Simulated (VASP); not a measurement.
A run of VASP 6.6.1:

The input INCAR:

```
SYSTEM = TiAl3
ALGO = Normal
EDIFF = 1E-6
EDIFFG = -0.01
ENCUT = 600
GGA = PS
IBRION = 2
ISIF = 3
ISMEAR = -1
LASPH = .TRUE.
LCHARG = .FALSE.
LREAL = .FALSE.
LWAVE = .FALSE.
NELM = 80
NSW = 60
PREC = Accurate
PSTRESS = 300.0
SIGMA = 0.05
```

Contents of KPOINTS:

```
k-points
0
G
  7 7 7
  0 0 0
```

File POSCAR:

```
TiAl3
1.0
    3.9556712500      0.0000000000      0.0000000000
    0.0000000000      3.9556712500      0.0000000000
    0.0000000000      0.0000000000      3.9556712500
Ti Al
1 3
Direct
    0.0000000000      0.0000000000      0.0000000000
    0.0000000000      0.5000000000      0.5000000000
    0.5000000000      0.0000000000      0.5000000000
    0.5000000000      0.5000000000      0.0000000000
```

Potentials or basis: VASP PAW PBE potentials, release 64 (Ti_sv, Al).

Launch:

```sh
$ cat potpaw_PBE.64/Ti_sv/POTCAR potpaw_PBE.64/Al/POTCAR > POTCAR
$ mpirun -np 1 vasp_std > vasp.out
```

Hardware: 1 thread of Intel(R) Xeon(R) Platinum 8488C (Sapphire Rapids) (shared host).

Q: Estimate the wall time of this run.

A: Run time: 65 s on 1 thread of Intel(R) Xeon(R) Platinum 8488C (Sapphire Rapids) (shared host), peak memory 0.19 GiB. Counts: scf iterations 71, k points 20, ion steps 7.
